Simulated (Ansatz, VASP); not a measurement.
**BN in VASP and in Ansatz**

```
B N
1.0
     0.00002    1.79143    1.80580
     1.79677   -0.00377    1.80959
     1.80042    1.79886   -0.00742
B N
1 1
Direct
  0.00408 0.98949 0.01115
  0.74592 0.76051 0.73885
```

Change from the starting cell: all atoms moved at random, cell strained at random.

Alike in both runs: task single point; functional PBEsol; k mesh 12 × 12 × 12; occupations gaussian, width 0.02 eV; no spin polarisation.

|  | VASP | Ansatz |
| --- | --- | --- |
| version | VASP 6.6.1 | Ansatz 0.2.0 |
| potentials or method | VASP PAW PBE potentials, release 64 (B, N), cutoff 520 eV | scalar-relativistic, plane waves, PAW |
| valence electrons in the cell | 8 | 8 |

|  | VASP | Ansatz | Ansatz less VASP |
| --- | --- | --- | --- |
| gap on the k mesh at the Fermi level (eV) | 3.71 | 3.72 | +0.013 |
| least direct gap on the mesh (eV) | 7.94 | 7.95 | +0.006 |
| pressure (GPa) | 1.9 | 1.3 | -0.62 |
| traceless stress, the component that is largest in VASP (GPa) | -2.95 | -2.96 | -0.006 |
| rms of the force components (eV/Å) | 0.846 | 0.842 | -0.0047 |

VASP's potentials were made for PBE, not for PBEsol. Atom by atom the forces differ by 0.005 eV/Å (rms over components). With one functional, cell and mesh, what is left measures potentials, basis and numerics.
